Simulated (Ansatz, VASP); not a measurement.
## Two plane-wave programs on Na

The input INCAR:

```
ALGO     = Fast           # electronic algorithm
EDIFF    = 1E-7           # SCF threshold, eV
ENCUT    = 520            # plane-wave cutoff, eV
GGA      = PS             # functional
ISIF     = 2              # what is computed and relaxed
ISMEAR   = 0              # smearing method
LASPH    = T              # aspherical terms in the spheres
LCHARG   = F              # write CHGCAR
LREAL    = F              # projectors in reciprocal space
LWAVE    = F              # write WAVECAR
NBANDS   = 10             # bands
NELM     = 100            # most SCF steps
PREC     = Accurate       # precision mode
SIGMA    = 0.15           # smearing width, eV
```

File KPOINTS:

```
k-points
0
Gamma
  18 18 18
```

POSCAR

```
Na
1.0
   -2.0833408009      2.0833408009      2.1875078409
    2.0833408009     -2.0833408009      2.1875078409
    2.0833408009      2.0833408009     -2.1875078409
Na
1
Direct
    0.0000000000      0.0000000000      0.0000000000
```

Input for Ansatz:

```yaml
crystal:
  lattice:
    - [-2.0833408009, 2.0833408009, 2.1875078409]
    - [2.0833408009, -2.0833408009, 2.1875078409]
    - [2.0833408009, 2.0833408009, -2.1875078409]
  atoms:
    - { symbol: Na, position: [0.0, 0.0, 0.0] }
basis:
  ecutwfc: 420
kpoints:
  mp_grid: { grid: [18, 18, 18] }
hamiltonian:
  xc: pbesol
scf:
  occupations: { method: gaussian, width: 0.15 }
output:
  forces: true
  stress: true
  eigenvalues: true
```

Alike in both runs: task single point; functional PBEsol; k mesh 18 × 18 × 18; occupations gaussian, width 0.15 eV; no spin polarisation.

```csv
,VASP,Ansatz
version,VASP 6.6.1,Ansatz 0.2.0
potentials or method,"VASP PAW PBE potentials, release 64 (Na_pv), cutoff 520 eV","scalar-relativistic, plane waves, PAW"
valence electrons in the cell,7,9
```

```tsv
	VASP	Ansatz	Ansatz less VASP
gap on the k mesh at the Fermi level (eV)	none	none	-
pressure (GPa)	-0.3	-0.3	-0.03
```

VASP's potentials were made for PBE, not for PBEsol. A gap of «none» marks a metal or a gap that the smearing closes. VASP's potentials hold 7 valence electrons a cell and Ansatz's 9, so a difference there can come from the potentials and not from the codes.
